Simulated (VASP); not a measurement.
A run of VASP 6.6.1 is set up as follows.

INCAR

```
SYSTEM = PC
  PREC = Accurate
  ENCUT = 600
  EDIFF = 1E-6
  ISMEAR = 0
  SIGMA = 0.2
  LREAL = .False.
  LASPH = .True.
  NELM = 120
  ALGO = Normal
  ISIF = 2
  LWAVE = .False.
  LCHARG = .False.
  GGA = PE
  NBANDS = 12
  GGA_COMPAT = .False.
```

KPOINTS

```
regular mesh
0
Gamma
  8 8 8
  0 0 0
```

POSCAR

```
PC
1.0
   -1.6982994151      1.6982994151      1.7449057502
    1.6982994151     -1.6982994151      1.7449057502
    1.6982994151      1.6982994151     -1.7449057502
P C
1 1
Direct
    0.2500000000      0.7500000000      0.5000000000
    0.0000000000      0.0000000000      0.0000000000
```

Potentials or basis: VASP PAW PBE potentials, release 64 (P, C).

Command:

```console
$ cat potpaw_PBE.64/P/POTCAR potpaw_PBE.64/C/POTCAR > POTCAR
$ mpirun -np 1 vasp_std > vasp.out
```

(1) Predict the pressure.

Answers

(1) -0.6 GPa.
